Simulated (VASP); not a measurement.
LiF, 2 atoms in the cell. It takes space group Fm-3m (No. 225, cubic). Conventional cell: a = 3.990 Å, b = 3.990 Å, c = 3.990 Å, α = 90.00°, β = 90.00°, γ = 90.00°. Li (site symmetry m-3m) has 6 F at 2.00 Å within 2.6 Å. Within 2.6 Å of F (site symmetry m-3m) lie 6 Li at 2.00 Å. 

| Property | Result |
| --- | --- |
| Program | VASP 6.6.1 |
| Task | phonons |
| Functional | r2SCAN |
| Potentials or basis | VASP PAW PBE potentials, release 64 (Li_sv, F) |
| Cutoff | 520 eV |
| k mesh | 10 × 10 × 10 |
| Occupations | gaussian, width 0.01 eV |
| Spin | no spin polarisation |
| Dipole correction | no |
| Further INCAR settings | ALGO = Normal; EDIFF = 1e-08; NBANDS = 12; IBRION = 6; POTIM = 0.015; NSW = 1 |

Potentials or basis: VASP PAW PBE potentials, release 64 (Li_sv, F).

The run is started by

```sh
$ cat potpaw_PBE.64/Li_sv/POTCAR potpaw_PBE.64/F/POTCAR > POTCAR
$ mpirun -np 1 vasp_std > vasp.out
```

Hardware: 1 thread of AMD EPYC 7R43 64-Core Processor (Zen 3), with other jobs on the host.

Problem. Estimate the wall time of this run.

Solution. It took 9.8 min on 1 thread of AMD EPYC 7R43 64-Core Processor (Zen 3), on a shared host, peak memory 0.13 GiB. Counts: scf iterations 81, k points 47.
